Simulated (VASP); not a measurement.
A run of VASP 6.6.1:

INCAR

```
SYSTEM = Si4Ru
PREC = Accurate ; ENCUT = 520
EDIFF = 1E-6 ; ISMEAR = 0
SIGMA = 0.1 ; LREAL = .False.
LASPH = .True. ; NELM = 100
ALGO = Normal ; ISIF = 2
LWAVE = .False. ; LCHARG = .False.
GGA = PE ; NBANDS = 23
```

Contents of KPOINTS:

```
Automatic mesh
0
Gamma
  8 8 12
  0 0 0
```

File POSCAR:

```
Si4Ru
1.0
    3.7368787280     -3.7744908206      0.0000000000
    3.7368787280      3.7744908206      0.0000000000
    0.0000000000      0.0000000000      2.7711076507
Si Ru
4 1
Direct
    0.6824448810      0.3175551190      0.0000000000
    0.2646780950      0.2646780950      0.5000000000
    0.7353219050      0.7353219050      0.5000000000
    0.3175551190      0.6824448810      0.0000000000
    0.0000000000      0.0000000000      0.0000000000
```

Potentials or basis: VASP PAW PBE potentials, release 64 (Si, Ru_pv).

Launch:

```sh
$ cat potpaw_PBE.64/Si/POTCAR potpaw_PBE.64/Ru_pv/POTCAR > POTCAR
$ mpirun -np 1 vasp_std > vasp.out
```

Hardware: 1 thread of Intel(R) Xeon(R) 6975P-C (Granite Rapids), on a shared host.

Problem. Estimate the wall time of this run.

Solution. Run time: 100 s on 1 thread of Intel(R) Xeon(R) 6975P-C (Granite Rapids) (shared host), peak memory 0.34 GiB. Counts: scf iterations 14, k points 147.
